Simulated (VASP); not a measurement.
# TiTe2 (P-3m1) in VASP: single point with PBEsol

Aim: the single point of TiTe2 with PBEsol.

Program: VASP 6.6.1. These are calculated values, not measurements. Logs are shortened: lines on timing, memory, paths and dates and some standing lists are left out, and cuts for length are marked.

**1. The cell of the first run**

Symmetry: P-3m1, No. 164, trigonal system. The conventional cell has a = 3.777 Å, b = 3.777 Å, c = 6.498 Å, α = 90.00°, β = 90.00°, γ = 120.00°. Within 3.7 Å of Ti (site symmetry -3m) lie 6 Te at 2.77 Å. Te (site symmetry 3m) has 3 Ti at 2.77 Å within 3.7 Å.

**2. Single point, PBEsol**

Contents of INCAR:

```
PREC = Accurate ; ENCUT = 500
EDIFF = 1E-6 ; ISMEAR = 1
SIGMA = 0.1 ; LREAL = F
LASPH = T ; NELM = 120
ALGO = Normal ; ISIF = 2
LWAVE = F ; LCHARG = F
GGA = PS ; NBANDS = 19
GGA_COMPAT = F
```

Contents of KPOINTS:

```
regular mesh
0
Gamma
  9 9 5
```

Contents of POSCAR:

```
TiTe2
1.0
    3.7770000000      0.0000000000      0.0000000000
   -1.8885000000      3.2709780000      0.0000000000
    0.0000000000      0.0000000000      6.4980000000
Ti Te
1 2
Direct
    0.0000000000      0.0000000000      0.0000000000
    0.6666666667      0.3333333333      0.2628000000
    0.3333333333      0.6666666667      0.7372000000
```

Potentials or basis: VASP PAW PBE potentials, release 64 (Ti_sv, Te).

Command:

```bash
cat potpaw_PBE.64/Ti_sv/POTCAR potpaw_PBE.64/Te/POTCAR > POTCAR
mpirun -np 1 vasp_std > vasp.out
```

OUTCAR:

```text
PREC = Accurate
   ENCUT = 500
   EDIFF = 1E-6
   ISMEAR = 1
   LREAL = F
   LASPH = T
   NELM = 120
   ISIF = 2
   GGA = PS

 ion  position               nearest neighbor table
   1  0.000  0.000  0.000-   2 2.77   3 2.77   2 2.77   3 2.77   2 2.77   3 2.77
   2  0.667  0.333  0.263-   1 2.77   1 2.77   1 2.77
   3  0.333  0.667  0.737-   1 2.77   1 2.77   1 2.77

  LATTYP: Found a hexagonal cell.
 ALAT       =     3.7770000000
 C/A-ratio  =     1.7204130262

  Lattice vectors:

 A1 = (   3.7770000000,   0.0000000000,   0.0000000000)
 A2 = (  -1.8885000000,   3.2709780000,   0.0000000000)
 A3 = (   0.0000000000,   0.0000000000,   6.4980000000)

Analysis of symmetry for initial positions (statically):
=====================================================================
 Subroutine PRICEL returns:
 Original cell was already a primitive cell.

 Routine SETGRP: Setting up the symmetry group for a
 hexagonal supercell.

 Subroutine GETGRP returns: Found 12 space group operations
 (whereof 12 operations were pure point group operations)
 out of a pool of 24 trial point group operations.

The static configuration has the point symmetry D_3d.

Analysis of symmetry for dynamics (positions and initial velocities):
=====================================================================
 Subroutine PRICEL returns:
 Original cell was already a primitive cell.

 Routine SETGRP: Setting up the symmetry group for a
 hexagonal supercell.

 Subroutine GETGRP returns: Found 12 space group operations
 (whereof 12 operations were pure point group operations)
 out of a pool of 24 trial point group operations.

The dynamic configuration has the point symmetry D_3d.

 Subroutine INISYM returns: Found 12 space group operations
 (whereof 12 operations are pure point group operations),
 and found     1 'primitive' translations

----------------------------------------------------------------------------------------

                                     Primitive cell

  volume of cell :      80.2794

  direct lattice vectors                    reciprocal lattice vectors
     3.777000000  0.000000000  0.000000000     0.264760392  0.152859481  0.000000000
    -1.888500000  3.270978000  0.000000000     0.000000000  0.305718962  0.000000000
     0.000000000  0.000000000  6.498000000     0.000000000  0.000000000  0.153893506

  length of vectors
     3.777000000  3.777000043  6.498000000     0.305718966  0.305718962  0.153893506

  position of ions in fractional coordinates (direct lattice)
     0.000000000  0.000000000  0.000000000
     0.666666667  0.333333333  0.262800000
     0.333333333  0.666666667  0.737200000

  ion indices of the primitive-cell ions
   primitive index   ion index
                 1           1
                 2           2
                 3           3

----------------------------------------------------------------------------------------

 KPOINTS: regular mesh

Automatic generation of k-mesh.
 Grid dimensions read from file:
 generate k-points for:    9    9    5

 Generating k-lattice:

  Cartesian coordinates                     Fractional coordinates (reciprocal lattice)
     0.029417821  0.016984387  0.000000000     0.111111111  0.000000000  0.000000000
     0.000000000  0.033968774  0.000000000     0.000000000  0.111111111  0.000000000
     0.000000000  0.000000000  0.030778701     0.000000000  0.000000000  0.200000000

  Length of vectors
     0.033968774  0.033968774  0.030778701

  Shift w.r.t. Gamma in fractional coordinates (k-lattice)
     0.000000000  0.000000000  0.000000000

 Subroutine IBZKPT returns following result:
 ===========================================

 Found     50 irreducible k-points:

 Following reciprocal coordinates:
            Coordinates               Weight
  0.000000  0.000000  0.000000      1.000000
  0.111111  0.000000  0.000000      6.000000
  0.222222  0.000000  0.000000      6.000000
  0.333333  0.000000  0.000000      6.000000
  0.444444  0.000000  0.000000      6.000000
  0.111111  0.111111  0.000000      6.000000
[... 16 lines left out ...]
  0.222222  0.111111  0.200000     12.000000
 -0.111111  0.333333  0.200000     12.000000
 [... further k-points ...]
   k-points           NKPTS =     50   k-points in BZ     NKDIM =     50   number of bands    NBANDS=     19
   number of dos      NEDOS =    301   number of ions     NIONS =      3
   total plane-waves  NPLWV =  37632
   dimension x,y,z NGX =    28 NGY =   28 NGZ =   48
   dimension x,y,z NGXF=    56 NGYF=   56 NGZF=   96
   ions per type =               1   2
   NGX,Y,Z   is equivalent  to a cutoff of  12.32, 12.32, 12.28 a.u.
   NGXF,Y,Z  is equivalent  to a cutoff of  24.65, 24.65, 24.56 a.u.
 SYSTEM =  unknown system
   PREC   = accura    normal or accurate (medium, high low for compatibility)
   ISTART =      0    job   : 0-new  1-cont  2-samecut
   ICHARG =      2    charge: 1-file 2-atom 10-const
   ISPIN  =      1    spin polarized calculation?
   LNONCOLLINEAR =      F non collinear calculations
   LSORBIT =      F    spin-orbit coupling
   LASPH  =      T    aspherical Exc in radial PAW
   ENCUT  =  500.0 eV  36.75 Ry    6.06 a.u.   6.89  6.89 11.85*2*pi/ulx,y,z
   NELM   =    120;   NELMIN=  2; NELMDL= -5     # of ELM steps
   EDIFF  = 0.1E-05   stopping-criterion for ELM
   LREAL  =      F    real-space projection
[... 7 lines left out ...]
   TEBEG  =    0.0;   TEEND  =   0.0 temperature during run
   PSTRESS=    0.0 pullay stress
   NELECT =      24.0000    total number of electrons
   NUPDOWN=      -1.0000    fix difference up-down
   EMIN   =  10.00;   EMAX   =-10.00  energy-range for DOS
   EFERMI =   0.00;   METHOD = LEGACY
   ISMEAR =     1;   SIGMA  =   0.10  broadening in eV -4-tet -1-fermi 0-gaus
   EFERMI_NEDOS =   21; number of points for ismear=-14 and -15
   IALGO  =     38    algorithm
   IMIX   =      4    mixing-type and parameters
     AMIX     =   0.40;   BMIX     =  1.00
     AMIX_MAG =   1.60;   BMIX_MAG =  1.00
  volume/ion in A,a.u.               =      26.76       180.58
  Fermi-wavevector in a.u.,A,eV,Ry     =   1.094655  2.068597 16.303438  1.198269
  Thomas-Fermi vector in A             =   2.230964
   LORBIT       =      0    0 simple, 1 ext, 2 COOP (PROOUT), +10 PAW based schemes
   GGA     = PS    functional components
   LHFCALC =     F    Hartree Fock is set to
   AEXX    =    0.0000 exact exchange contribution
   IVDW    =     0    specifies the selected vdW correction
   LEPSILON=     F    determine dielectric tensor
   LRPA    =     F    only Hartree local field effects (RPA)
 non-spin polarized calculation
 Methfessel and Paxton  Order N= 1 SIGMA  =   0.10
  energy-cutoff  :      500.00
  volume of cell :       80.28
 maximum number of plane-waves:      2049
   NGX = 13   NGY = 13   NGZ = 23

 number of electron      23.9999998 magnetization

 Free energy of the ion-electron system (eV)
  ---------------------------------------------------
  ext. energy  EPLUGINS =         0.00000000
  ---------------------------------------------------
  free energy    TOTEN  =       -17.51475366 eV

  energy without entropy =      -17.51378452  energy(sigma->0) =      -17.51443062

 E-fermi :   6.6756     XC(G=0): -10.0051

 val. band max:        6.6452015238   @ k =   0.1111   0.0000   0.4000
 cond. band min:       6.6963485760   @ k =   0.1111   0.0000   0.0000
 fundamental gap:      0.0511470522
 Fermi energy:         6.6755732677

 k-point     1 :       0.0000    0.0000    0.0000
  band No.  band energies     occupation
      1     -50.5582      2.00000
      2     -26.9164      2.00000
      3     -26.9164      2.00000
      4     -26.8765      2.00000
      5      -5.7365      2.00000
      6      -4.2277      2.00000
[... 11 lines left out ...]
     18      11.7246      0.00000
     19      12.5025      0.00000

 k-point     2 :       0.1111    0.0000    0.0000
  band No.  band energies     occupation
      1     -50.5578      2.00000
      2     -26.9214      2.00000
      3     -26.9175      2.00000
      4     -26.8753      2.00000
      5      -5.6001      2.00000
      6      -4.1580      2.00000
[... 11 lines left out ...]
     18      12.5426      0.00000
     19      13.1633      0.00000

 k-point     3 :       0.2222    0.0000    0.0000
  band No.  band energies     occupation
      1     -50.5569      2.00000
      2     -26.9341      2.00000
      3     -26.9204      2.00000
      4     -26.8724      2.00000
      5      -5.2126      2.00000
      6      -3.9760      2.00000
[... 11 lines left out ...]
     18      12.5221      0.00000
     19      13.4233      0.00000

 k-point     4 :       0.3333    0.0000    0.0000
  band No.  band energies     occupation
      1     -50.5559      2.00000
      2     -26.9485      2.00000
      3     -26.9238      2.00000
      4     -26.8690      2.00000
      5      -4.6530      2.00000
      6      -3.7769      2.00000
[... 11 lines left out ...]
     18      12.1483      0.00000
     19      12.5114      0.00000

 k-point     5 :       0.4444    0.0000    0.0000
  band No.  band energies     occupation
      1     -50.5552      2.00000
      2     -26.9578      2.00000
      3     -26.9259      2.00000
      4     -26.8668      2.00000
      5      -4.1045      2.00000
      6      -3.7349      2.00000
[... 11 lines left out ...]
     18      12.0242      0.00000
     19      12.2516      0.00000

 k-point     6 :       0.1111    0.1111    0.0000
  band No.  band energies     occupation
      1     -50.5572      2.00000
      2     -26.9298      2.00000
      3     -26.9200      2.00000
      4     -26.8733      2.00000
      5      -5.3378      2.00000
      6      -4.0314      2.00000
[... 11 lines left out ...]
     18      13.4400      0.00000
     19      13.6942      0.00000

 k-point     7 :       0.2222    0.1111    0.0000
  band No.  band energies     occupation
      1     -50.5562      2.00000
      2     -26.9423      2.00000
      3     -26.9242      2.00000
      4     -26.8701      2.00000
      5      -4.8613      2.00000
      6      -3.8341      2.00000
[... 11 lines left out ...]
     18      12.6646      0.00000
     19      13.2385      0.00000

 k-point     8 :       0.3333    0.1111    0.0000
  band No.  band energies     occupation
      1     -50.5553      2.00000
      2     -26.9531      2.00000
      3     -26.9279      2.00000
      4     -26.8674      2.00000
      5      -4.2951      2.00000
      6      -3.6960      2.00000
[... 256 lines left out ...]
 k-point    20 :       0.4444    0.0000    0.2000
  band No.  band energies     occupation
      1     -50.5552      2.00000
      2     -26.9578      2.00000
      3     -26.9259      2.00000
      4     -26.8668      2.00000
      5      -4.1221      2.00000
      6      -3.6996      2.00000
[... 11 lines left out ...]
     18      11.2590      0.00000
     19      11.8352      0.00000

 k-point    21 :       0.0000    0.4444    0.2000
  band No.  band energies     occupation
      1     -50.5552      2.00000
      2     -26.9578      2.00000
      3     -26.9259      2.00000
      4     -26.8668      2.00000
      5      -4.0237      2.00000
      6      -3.8198      2.00000
[... 11 lines left out ...]
     18      11.2914      0.00000
     19      12.1380      0.00000

 k-point    22 :       0.1111    0.1111    0.2000
  band No.  band energies     occupation
      1     -50.5572      2.00000
      2     -26.9298      2.00000
      3     -26.9200      2.00000
      4     -26.8733      2.00000
      5      -5.2422      2.00000
      6      -4.1960      2.00000
[... 11 lines left out ...]
     18      13.2756      0.00000
     19      13.5176      0.00000

 k-point    23 :       0.2222    0.1111    0.2000
  band No.  band energies     occupation
      1     -50.5562      2.00000
      2     -26.9423      2.00000
      3     -26.9242      2.00000
      4     -26.8701      2.00000
      5      -4.7905      2.00000
      6      -3.9378      2.00000
[... 11 lines left out ...]
     18      12.2586      0.00000
     19      13.0524      0.00000

 k-point    24 :      -0.1111    0.3333    0.2000
  band No.  band energies     occupation
      1     -50.5562      2.00000
      2     -26.9423      2.00000
      3     -26.9242      2.00000
      4     -26.8701      2.00000
      5      -4.7699      2.00000
      6      -3.9714      2.00000
[... 11 lines left out ...]
     18      12.5166      0.00000
     19      13.3197      0.00000

 [... further k-points ...]

------------------------ aborting loop because EDIFF is reached ----------------------------------------

  FORCE on cell =-STRESS in cart. coord.  units (eV):
  Direction    XX          YY          ZZ          XY          YZ          ZX
  --------------------------------------------------------------------------------------
  -------------------------------------------------------------------------------------
  Total       -1.2743599     -1.2743600     -0.8640552      0.0000000     -0.0000000      0.0000000
  in kB      -25.4330462    -25.4330470    -17.2443869      0.0000000     -0.0000000      0.0000000
  external PRESSURE =     -22.7034934 kB  Pullay stress =       0.0000000 kB

 VOLUME and BASIS-vectors are now :
 -----------------------------------------------------------------------------
  energy-cutoff  :      500.00
  volume of cell :       80.28
      direct lattice vectors                 reciprocal lattice vectors
     3.777000000  0.000000000  0.000000000     0.264760392  0.152859481  0.000000000
    -1.888500000  3.270978000  0.000000000     0.000000000  0.305718962  0.000000000
     0.000000000  0.000000000  6.498000000     0.000000000  0.000000000  0.153893506

 POSITION                                       TOTAL-FORCE (eV/Angst)
 -----------------------------------------------------------------------------------
      0.00000      0.00000      0.00000         0.000000      0.000000      0.000000
      1.88850      1.09033      1.70767        -0.000000     -0.000000     -0.101157
     -0.00000      2.18065      4.79033         0.000000      0.000000      0.101157
 -----------------------------------------------------------------------------------
    total drift:                                0.000000     -0.000000      0.000000

  FREE ENERGIE OF THE ION-ELECTRON SYSTEM (eV)
  ---------------------------------------------------
  free  energy   TOTEN  =       -17.5147536636 eV

  energy  without entropy=      -17.5137845184  energy(sigma->0) =      -17.51443062
```

It took 65 s on 1 thread of Intel Xeon 6975P-C, shared host; peak memory 0.23 GiB.

What came out:

- Free energy: -17.5148 eV
- Pressure: -2.3 GPa
- Largest force: 0.101 eV/Å
- Band gap on the k mesh: zero (band 12 reaches 7.07 eV, above the bottom of band 13 at 6.42 eV)

Forces in eV/Å, atoms in the order of the input:
```
Ti   0.000  0.000  0.000
Te   0.000  0.000 -0.101
Te   0.000  0.000  0.101
```

Stress tensor (GPa, compression positive):
```
-2.54  0.00  0.00
 0.00 -2.54  0.00
 0.00  0.00 -1.72
```

Caveat: the PAW data sets were made with another functional, which shifts forces and pressure a little; spin-orbit coupling is left out, which moves the levels of the heavy elements; this functional lacks dispersion, which binds the layers, so the pressure and a relaxed spacing across them are unreliable.
